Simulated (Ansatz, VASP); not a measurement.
## One calculation of Ir, two programs

The input INCAR:

```
ALGO = Normal
EDIFF = 1E-6
ENCUT = 520
GGA = CA
ISIF = 2
ISMEAR = -1
LASPH = T
LCHARG = T
LELF = T
LREAL = F
LVHAR = T
LWAVE = F
NBANDS = 10
NELM = 100
PREC = Accurate
SIGMA = 0.1
```

Contents of KPOINTS:

```
k-points
0
Gamma
  23 23 23
```

File POSCAR:

```
Ir
1.0
    0.0000000000      1.9060927672      1.9060927672
    1.9060927672      0.0000000000      1.9060927672
    1.9060927672      1.9060927672      0.0000000000
Ir
1
Direct
    0.0000000000      0.0000000000      0.0000000000
```

Input for Ansatz:

```yaml
crystal:
  lattice:
    - [0.0, 1.9060927672, 1.9060927672]
    - [1.9060927672, 0.0, 1.9060927672]
    - [1.9060927672, 1.9060927672, 0.0]
  atoms:
    - { symbol: Ir, position: [0.0, 0.0, 0.0] }
hamiltonian:
  xc: lda
  pseudopotentials:
    kind: paw
    azcp:
      Ir: "pseudopotentials/Ir.paw.azcp"
basis:
  ecutwfc: 420
  fft_grid_basis: typed
kpoints:
  mp_grid: { grid: [23, 23, 23], shift: [0, 0, 0] }
magnetization:
  spin_polarized: false
scf:
  occupations: { method: fermi_dirac, width: 0.1 }
  lower_state_search: "off"
output:
  stress: true
  write_density: true
  write_potential: true
  elf: true
  volumetric_format: npy
```

Alike in both runs: task single point; functional LDA; k mesh 23 × 23 × 23; occupations fermi-dirac, width 0.1 eV; no spin polarisation.

|  | VASP | Ansatz |
| --- | --- | --- |
| version | VASP 6.6.1 | Ansatz 0.2.0 |
| potentials or method | VASP PAW LDA potentials, release 64 (Ir), cutoff 520 eV | plane waves (420 eV) with PAW, scalar-relativistic |
| valence electrons in the cell | 9 | 17 |

|  | VASP | Ansatz | Ansatz less VASP |
| --- | --- | --- | --- |
| pressure (GPa) | 2.4 | -0.2 | -2.60 |

Ansatz warns that its potentials were made for another functional, while VASP's fit it. LDA's correlation is that of Perdew and Zunger in VASP and of Perdew and Wang (1992) in Ansatz. VASP's potentials hold 9 valence electrons a cell and Ansatz's 17, so a difference there can come from the potentials and not from the codes.

Spin-orbit coupling is off throughout.
